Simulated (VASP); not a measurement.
Here is a VASP 6.6.1 calculation.

Contents of INCAR:

```
PREC = Accurate
ENCUT = 520
EDIFF = 1E-7
ISMEAR = -1
SIGMA = 0.02
LREAL = Auto
LASPH = True
NELM = 80
ALGO = Normal
ISIF = 2
LWAVE = False
LCHARG = False
GGA = PE
NBANDS = 58
```

File KPOINTS:

```
regular mesh
0
Gamma
  1 1 1
```

File POSCAR:

```
H4C
1.0
    7.6834750000      0.0000000000      0.0000000000
    0.0000000000      7.6834750000      0.0000000000
    0.0000000000      0.0000000000      7.6834750000
C H
8 32
Direct
    0.1976059010      0.1791116650      0.4579308191
    0.0474915322     -0.0456824549      0.9322604681
    0.7343812533      0.6572416778     -0.1201539668
    0.6017199249      0.1568691250      0.0700724607
    0.3808172734      0.7482551840      0.2792746771
    0.9306336000      0.7424635338      0.3702491386
    0.2897907522      0.6285307104      0.7406284266
    0.5879891586     -0.0076397724      0.6113900286
    0.1438541806      0.1868034971      0.5948089894
    0.3314776192      0.2502123063      0.4544428140
    0.1330257468      0.2596090961      0.3464187754
    0.2376398700      0.0587494591      0.3980490598
    0.0087330277     -0.0996554293      1.0546530053
   -0.0021604808     -0.1433856426      0.8355594311
    0.1888728733      0.0039955879      0.9241000979
   -0.0414005382      0.0708143125      0.9186858811
    0.7125291616      0.7916860535     -0.0719205828
    0.8146574304      0.5874685608     -0.0350492453
    0.8030481000      0.6898441135     -0.2391756334
    0.6200319517      0.5761976189     -0.1626217304
    0.5832387038      0.1414203860     -0.0789096080
    0.6421313273      0.2853656711      0.1048483922
    0.6796273821      0.0458126043      0.1218198797
    0.4711019428      0.1382577545      0.1252428101
    0.4397879866      0.7669446442      0.1458194372
    0.4728069005      0.6452939588      0.3321153515
    0.2491711107      0.6960522420      0.2856650149
    0.4120010802      0.8669775069      0.3438288014
    0.9087294486      0.6663521388      0.2562252106
    0.8388652270      0.8435245771      0.3976325816
    1.0617071052      0.7927272491      0.3720842457
    0.9148594874      0.6372116783      0.4620956013
    0.3537201592      0.7577560934      0.7623373539
    0.3508829013      0.4883337292      0.7378302135
    0.2516569651      0.6473503200      0.6074985602
    0.1713287282      0.6309905349      0.8135251302
    0.6679790069      0.1081281582      0.5616989708
    0.6563957064     -0.0279691155      0.7399256196
    0.5989477417     -0.1127875083      0.5138820651
    0.4762558608      0.0699292963      0.6353765711
```

Potentials or basis: VASP PAW PBE potentials, release 64 (C, H).

The run is started by

```sh
$ cat potpaw_PBE.64/C/POTCAR potpaw_PBE.64/H/POTCAR > POTCAR
$ mpirun -np 1 vasp_gam > vasp.out
```

(1) What does it give for the pressure?

(2) Predict the band gap on the k mesh.

(3) Estimate the largest force.

## Answers

(1) -0.2 GPa.

(2) 6.57 eV.

(3) 3.726 eV/Å.

Caveat: the k points lie up to 0.82 Å⁻¹ apart; the atoms stand as in a frame of molecular dynamics.
